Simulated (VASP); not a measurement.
# Te2Pb (R-3m) in VASP: notebook

Runs on Te2Pb. Level: PBE. Tasks: single point.

Program: VASP 6.6.1. These are calculated values, not measurements. Logs are shortened: lines on timing, memory, paths and dates and some standing lists are left out, and cuts for length are marked.

## (1) The cell of the first run

Symmetry: R-3m, No. 166, trigonal system. The conventional cell has a = 4.384 Å, b = 4.384 Å, c = 18.762 Å, α = 90.00°, β = 90.00°, γ = 120.00°. Within 4.4 Å of Pb (site symmetry -3m) lie 8 Te at 3.21 to 4.29 Å and 6 Pb at 4.38 Å. Te (site symmetry 3m) has 4 Pb at 3.21 to 4.29 Å and 9 Te at 3.43 to 4.38 Å within 4.4 Å.

## (2) Single point, PBE (34.70 Å³/atom)

Input file INCAR:

```
PREC = Accurate ; ENCUT = 520
EDIFF = 1E-7 ; ISMEAR = 0
SIGMA = 0.05 ; LREAL = F
LASPH = T ; NELM = 80
ALGO = Normal ; ISIF = 2
LWAVE = F ; LCHARG = F
GGA = PE ; NBANDS = 20
```

Input file KPOINTS:

```
Automatic mesh
0
Gamma
  10 10 10
```

Input file POSCAR:

```
Te2Pb
1.0
    2.1920497710      1.2655805253      6.2540589101
   -2.1920497710      1.2655805253      6.2540589101
    0.0000000000     -2.5311610507      6.2540589101
Pb Te
1 2
Direct
    0.0000000000      0.0000000000      0.0000000000
    0.2285457835      0.2285457835      0.2285457835
    0.7714542165      0.7714542165      0.7714542165
```

Potentials or basis: VASP PAW PBE potentials, release 64 (Pb_d, Te).

Launch:

```
$ cat potpaw_PBE.64/Pb_d/POTCAR potpaw_PBE.64/Te/POTCAR > POTCAR
$ mpirun -np 1 vasp_std > vasp.out
```

OUTCAR:

```text
PREC = Accurate
   ENCUT = 520
   EDIFF = 1E-7
   ISMEAR = 0
   LREAL = F
   LASPH = T
   NELM = 80
   ISIF = 2
   GGA = PE

 ion  position               nearest neighbor table
   1  0.000  0.000  0.000-   3 3.21   2 3.21   3 3.21   3 3.21   2 3.21   2 3.21
   2  0.229  0.229  0.229-   1 3.21   1 3.21   1 3.21   3 3.43   3 3.43   3 3.43
   3  0.771  0.771  0.771-   1 3.21   1 3.21   1 3.21   2 3.43   2 3.43   2 3.43

  LATTYP: Found a trigonal (rhomboedric) cell.
 ALAT       =     6.7468532751
 COS(alpha) =     0.7888805305

  Lattice vectors:

 A1 = (   2.1920497710,   1.2655805253,   6.2540589101)
 A2 = (  -2.1920497710,   1.2655805253,   6.2540589101)
 A3 = (   0.0000000000,  -2.5311610507,   6.2540589101)

Analysis of symmetry for initial positions (statically):
=====================================================================
 Subroutine PRICEL returns:
 Original cell was already a primitive cell.

 Routine SETGRP: Setting up the symmetry group for a
 trigonal (rhombohedral) supercell.

 Subroutine GETGRP returns: Found 12 space group operations
 (whereof 12 operations were pure point group operations)
 out of a pool of 12 trial point group operations.

The static configuration has the point symmetry D_3d.

Analysis of symmetry for dynamics (positions and initial velocities):
=====================================================================
 Subroutine PRICEL returns:
 Original cell was already a primitive cell.

 Routine SETGRP: Setting up the symmetry group for a
 trigonal (rhombohedral) supercell.

 Subroutine GETGRP returns: Found 12 space group operations
 (whereof 12 operations were pure point group operations)
 out of a pool of 12 trial point group operations.

The dynamic configuration has the point symmetry D_3d.

 Subroutine INISYM returns: Found 12 space group operations
 (whereof 12 operations are pure point group operations),
 and found     1 'primitive' translations

----------------------------------------------------------------------------------------

                                     Primitive cell

  volume of cell :     104.1006

  direct lattice vectors                    reciprocal lattice vectors
     2.192049771  1.265580525  6.254058910     0.228097011  0.131691871  0.053298720
[... 84 lines left out ...]
   LSORBIT =      F    spin-orbit coupling
   LASPH  =      T    aspherical Exc in radial PAW
   ENCUT  =  520.0 eV  38.22 Ry    6.18 a.u.  12.54 12.54 12.54*2*pi/ulx,y,z
   NELM   =     80;   NELMIN=  2; NELMDL= -5     # of ELM steps
   EDIFF  = 0.1E-06   stopping-criterion for ELM
   LREAL  =      F    real-space projection
   EDIFFG = 0.1E-05   stopping-criterion for IOM
   NSW    =      0    number of steps for IOM
   IBRION =     -1    ionic relax: 0-MD 1-quasi-New 2-CG
   NFREE  =      0    steps in history (QN), initial steepest desc. (CG)
   ISIF   =      2    stress and relaxation
   ISYM   =      2    0-nonsym 1-usesym 2-fastsym
   POTIM  = 0.5000    time-step for ionic-motion
   TEBEG  =    0.0;   TEEND  =   0.0 temperature during run
   PSTRESS=    0.0 pullay stress
   NELECT =      26.0000    total number of electrons
   NUPDOWN=      -1.0000    fix difference up-down
   EMIN   =  10.00;   EMAX   =-10.00  energy-range for DOS
   EFERMI =   0.00;   METHOD = LEGACY
   ISMEAR =     0;   SIGMA  =   0.05  broadening in eV -4-tet -1-fermi 0-gaus
   EFERMI_NEDOS =   21; number of points for ismear=-14 and -15
   IALGO  =     38    algorithm
   IMIX   =      4    mixing-type and parameters
     AMIX     =   0.40;   BMIX     =  1.00
     AMIX_MAG =   1.60;   BMIX_MAG =  1.00
  volume/ion in A,a.u.               =      34.70       234.17
  Fermi-wavevector in a.u.,A,eV,Ry     =   1.030975  1.948260 14.461762  1.062909
  Thomas-Fermi vector in A             =   2.165100
   LORBIT       =      0    0 simple, 1 ext, 2 COOP (PROOUT), +10 PAW based schemes
   GGA     = PE    functional components
   LHFCALC =     F    Hartree Fock is set to
   AEXX    =    0.0000 exact exchange contribution
   IVDW    =     0    specifies the selected vdW correction
   LEPSILON=     F    determine dielectric tensor
   LRPA    =     F    only Hartree local field effects (RPA)
 non-spin polarized calculation
 Gauss-broadening in eV      SIGMA  =   0.05
  energy-cutoff  :      520.00
  volume of cell :      104.10
 maximum number of plane-waves:      2824
   NGX = 25   NGY = 25   NGZ = 25

 number of electron      26.0000001 magnetization

 Free energy of the ion-electron system (eV)
  ---------------------------------------------------
  ext. energy  EPLUGINS =         0.00000000
  ---------------------------------------------------
  free energy    TOTEN  =        -9.89666859 eV

  energy without entropy =       -9.89319862  energy(sigma->0) =       -9.89493361

 E-fermi :   5.2882     XC(G=0):  -9.1380

 val. band max:        5.2834919618   @ k =   0.4000   0.4000   0.4000
 cond. band min:       5.2927227945   @ k =   0.2000   0.2000  -0.0000
 fundamental gap:      0.0092308326
 Fermi energy:         5.2882158544

 k-point     1 :       0.0000    0.0000    0.0000
  band No.  band energies     occupation
      1     -11.3898      2.00000
      2     -11.3898      2.00000
      3     -11.3638      2.00000
      4     -11.3546      2.00000
      5     -11.3546      2.00000
      6      -6.9349      2.00000
[... 541 lines left out ...]
     19      12.4778      0.00000
     20      12.8828      0.00000

 [... further k-points ...]

------------------------ aborting loop because EDIFF is reached ----------------------------------------

  FORCE on cell =-STRESS in cart. coord.  units (eV):
  Direction    XX          YY          ZZ          XY          YZ          ZX
  --------------------------------------------------------------------------------------
  -------------------------------------------------------------------------------------
  Total       -0.4402261     -0.4402261     -0.5041109     -0.0000000      0.0000000     -0.0000000
  in kB       -6.7753696     -6.7753696     -7.7585984     -0.0000000      0.0000000     -0.0000000
  external PRESSURE =      -7.1031125 kB  Pullay stress =       0.0000000 kB

 VOLUME and BASIS-vectors are now :
 -----------------------------------------------------------------------------
  energy-cutoff  :      520.00
  volume of cell :      104.10
      direct lattice vectors                 reciprocal lattice vectors
     2.192049771  1.265580525  6.254058910     0.228097011  0.131691871  0.053298720
    -2.192049771  1.265580525  6.254058910    -0.228097011  0.131691871  0.053298720
     0.000000000 -2.531161051  6.254058910     0.000000000 -0.263383741  0.053298720

 POSITION                                       TOTAL-FORCE (eV/Angst)
 -----------------------------------------------------------------------------------
      0.00000      0.00000      0.00000        -0.000000      0.000000      0.000000
      0.00000     -0.00000      4.28802         0.000000      0.000000     -0.003441
      0.00000     -0.00000     14.47416         0.000000     -0.000000      0.003441
 -----------------------------------------------------------------------------------
    total drift:                               -0.000000     -0.000000     -0.000000

  FREE ENERGIE OF THE ION-ELECTRON SYSTEM (eV)
  ---------------------------------------------------
  free  energy   TOTEN  =        -9.8966685929 eV

  energy  without entropy=       -9.8931986208  energy(sigma->0) =       -9.89493361
```

It took 4 min on 1 thread of AMD EPYC 9R45 (Zen 5), shared host; peak memory 0.47 GiB.

Results:

```yaml
Free_energy: -9.8967 eV
Pressure: -0.7 GPa
Largest_force: 0.003 eV/Å
Band_gap_on_the_k_mesh: zero (bands 13 and 14 overlap by 0.82 eV)
```

Forces in eV/Å, atoms in the order of the input:
```
Pb   0.000  0.000  0.000
Te   0.000  0.000 -0.003
Te   0.000  0.000  0.003
```

Stress tensor (GPa, compression positive):
```
-0.68  0.00  0.00
 0.00 -0.68  0.00
 0.00  0.00 -0.78
```

Caveat: spin-orbit coupling is left out, which moves the levels of the heavy elements.

## (3) Single point, PBE (35.38 Å³/atom)

This run uses another cell than the first one, of 35.38 Å³/atom.

Input file INCAR:

```
SYSTEM = Te2Pb
PREC = Accurate ; ENCUT = 520
EDIFF = 1E-7 ; ISMEAR = 0
SIGMA = 0.05 ; LREAL = .FALSE.
LASPH = .TRUE. ; NELM = 100
ALGO = Normal ; ISIF = 2
LWAVE = .FALSE. ; LCHARG = .TRUE.
GGA = PE ; LELF = .TRUE.
LVHAR = .TRUE. ; NBANDS = 20
```

Input file KPOINTS:

```
regular mesh
0
G
  10 10 10
  0 0 0
```

Input file POSCAR:

```
Te2Pb
1.0
    2.2118302548      1.2770007930      6.2631435823
   -2.2118302548      1.2770007930      6.2631435823
    0.0000000000     -2.5540015861      6.2631435823
Pb Te
1 2
Direct
    0.0000000000      0.0000000000      0.0000000000
    0.2288858080      0.2288858080      0.2288858080
    0.7711141920      0.7711141920      0.7711141920
```

Potentials or basis: VASP PAW PBE potentials, release 64 (Pb_d, Te).

Launch:

```
$ cat potpaw_PBE.64/Pb_d/POTCAR potpaw_PBE.64/Te/POTCAR > POTCAR
$ mpirun -np 1 vasp_std > vasp.out
```

It took 4.5 min on 1 thread of AMD EPYC 9R45 (Zen 5), shared host; peak memory 0.47 GiB.

It converged, with:

```yaml
Free_energy: -9.8845 eV
Pressure: -1.3 GPa
Band_gap_on_the_k_mesh: zero (bands 13 and 14 overlap by 0.80 eV)
```

Stress tensor (GPa, compression positive):
```
-1.26  0.00  0.00
 0.00 -1.26  0.00
 0.00  0.00 -1.37
```

Levels at points of the mesh, in eV from the Fermi level:
| k point | band 11 | band 12 | band 13 | band 14 | band 15 | band 16 |
| --- | --- | --- | --- | --- | --- | --- |
| (0.00, 0.00, 0.00) | -1.02 | -0.61 | -0.34 | -0.34 | 2.74 | 2.74 |
| (0.50, 0.00, 0.00) | -2.45 | -1.71 | -1.43 | 0.39 | 2.22 | 4.33 |
| (0.50, 0.50, 0.00) | -2.20 | -1.32 | 0.15 | 0.20 | 2.29 | 2.77 |
| (0.50, 0.50, 0.50) | -1.31 | 0.00 | 0.00 | 1.33 | 2.22 | 2.94 |

Caveat: semilocal functionals underestimate gaps, and a narrow one can read as zero; spin-orbit coupling is left out, which moves the levels of the heavy elements.

## (4) Single point, PBE (36.40 Å³/atom)

This run uses another cell than the first one, of 36.40 Å³/atom.

Input file INCAR:

```
ALGO = Normal ; EDIFF = 1E-6
ENCUT = 520 ; GGA = PE
ISIF = 2 ; ISMEAR = 0
LASPH = T ; LCHARG = T
LELF = T ; LREAL = F
LVHAR = T ; LWAVE = F
NBANDS = 20 ; NELM = 80
PREC = Accurate ; SIGMA = 0.05
```

Input file KPOINTS:

```
k-points
0
Gamma
  10 10 10
```

Input file POSCAR:

```
Te2Pb
1.0
    2.2435287574      1.2953019320      6.2630101238
   -2.2435287574      1.2953019320      6.2630101238
    0.0000000000     -2.5906038640      6.2630101238
Pb Te
1 2
Direct
    0.0000000000      0.0000000000      0.0000000000
    0.2296008516      0.2296008516      0.2296008516
    0.7703991484      0.7703991484      0.7703991484
```

Launch:

```
$ cat potpaw_PBE.64/Pb_d/POTCAR potpaw_PBE.64/Te/POTCAR > POTCAR
$ mpirun -np 1 vasp_std > vasp.out
```

Wall time 4 min (1 thread of AMD EPYC 9R45 (Zen 5), shared host); peak memory 0.48 GiB.

Results (log left out):

| Item | Value |
| --- | --- |
| Free energy | -9.8536 eV |
| Pressure | -2.0 GPa |
| Largest force | 0.004 eV/Å |
| Band gap on the k mesh | zero (bands 13 and 14 overlap by 0.78 eV) |

Forces in eV/Å, atoms in the order of the input:
```
Pb   0.000  0.000  0.000
Te   0.000  0.000 -0.004
Te   0.000  0.000  0.004
```

Levels at points of the mesh, in eV from the Fermi level:
```
           k point  band 9  band 10  band 11  band 12  band 13  band 14  band 15  band 16  band 17  band 18
(0.00, 0.00, 0.00)   -1.28    -1.01    -1.01    -0.58    -0.37    -0.37     2.69     2.69     2.96     6.19
(0.50, 0.00, 0.00)   -3.72    -2.36    -2.31    -1.63    -1.43     0.37     2.27     4.27     4.57     6.03
(0.50, 0.50, 0.00)   -4.07    -2.45    -2.09    -1.22     0.13     0.22     2.33     2.79     4.17     4.21
(0.50, 0.50, 0.50)   -2.28    -1.30    -1.30    -0.04    -0.04     1.19     2.14     2.88     2.88     4.61
```

Caveat: semilocal functionals underestimate gaps, and a narrow one can read as zero; spin-orbit coupling is left out, which moves the levels of the heavy elements.

## (5) Summary

| cell | gap on the mesh (eV) | pressure (GPa) |
| --- | --- | --- |
| a = 6.747 Å, angles 37.9°, 3 atoms, atomic positions A | none | -0.7 |
| a = 6.764 Å, angles 38.2°, 3 atoms, atomic positions B | none | -1.3 |
| a = 6.778 Å, angles 38.7°, 3 atoms, atomic positions C | none | -2.0 |

Alike in all rows: task single point; level PBE; potentials or basis VASP PAW PBE potentials, release 64 (Pb_d, Te); no spin polarisation; k mesh 10 × 10 × 10; cutoff (eV) 520; smearing gaussian 0.05 eV.

Caveats: spin-orbit coupling is left out, which moves the levels of the heavy elements; semilocal functionals underestimate gaps, and a narrow one can read as zero (at least some runs).

Absolute energies hang on the potentials; compare differences alone.
